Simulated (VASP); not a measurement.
**SiC: single point with r2SCAN**

The system is SiC.

```xyz
4
Lattice="3.1061 0.0000 0.0000 -1.5530 2.6900 0.0000 0.0000 0.0000 5.0179" Properties=species:S:1:pos:R:3 pbc="T T T"
Si    0.0000    1.7933    0.0231
Si    1.5530    0.8967    2.5320
C     0.0000    1.7933    1.9088
C     1.5530    0.8967    4.4178
```

This cell differs from its parent crystal: in-plane strain +0.01.

```json
{
  "Program": "VASP 6.6.1",
  "Task": "single point",
  "Functional": "r2SCAN",
  "Potentials or basis": "VASP PAW PBE potentials, release 64 (Si, C)",
  "Cutoff": "520 eV",
  "k mesh": "8 × 8 × 6",
  "Occupations": "gaussian, width 0.01 eV",
  "Spin": "no spin polarisation",
  "Dipole correction": "no",
  "Further INCAR settings": "ALGO = Normal; EDIFF = 1e-06; NBANDS = 16"
}
```

```yaml
Pressure: -3.2 GPa
Largest_force: 0.144 eV/Å
Band_gap_on_the_k_mesh: 2.99 eV, indirect (least direct gap 4.30 eV)
```

Forces in eV/Å, atoms in the order of the input:
```
Si   0.000  0.000 -0.144
Si   0.000  0.000 -0.144
C    0.000  0.000  0.144
C    0.000  0.000  0.144
```

Stress tensor (GPa, compression positive):
```
-6.30  0.00  0.00
 0.00 -6.30  0.00
 0.00  0.00  2.89
```

Levels at points of the mesh, in eV from the valence-band top:
```csv
k point,band 4,band 5,band 6,band 7,band 8,band 9,band 10,band 11,band 12,band 13
"(0.00, 0.00, 0.00)",-1.46,-1.46,-0.04,0.00,0.00,5.01,6.84,6.98,6.98,8.32
"(0.50, 0.00, 0.00)",-6.40,-5.58,-3.52,-3.32,-1.21,3.09,4.76,7.35,7.53,11.00
"(0.00, 0.00, 0.50)",-4.46,-0.79,-0.79,-0.79,-0.79,6.19,6.19,7.71,7.71,7.71
"(0.50, 0.00, 0.50)",-8.46,-2.57,-2.57,-2.34,-2.34,3.74,3.74,5.82,5.82,11.05
```

Wall time 34 s on 1 thread of Intel(R) Xeon(R) 6975P-C (Granite Rapids), with other jobs on the host, peak memory 0.17 GiB.

Caveat: the cell differs from its parent crystal (in-plane strain +0.01); the PAW data sets were made with another functional, which shifts forces and pressure a little. A k mesh can miss the band edges.
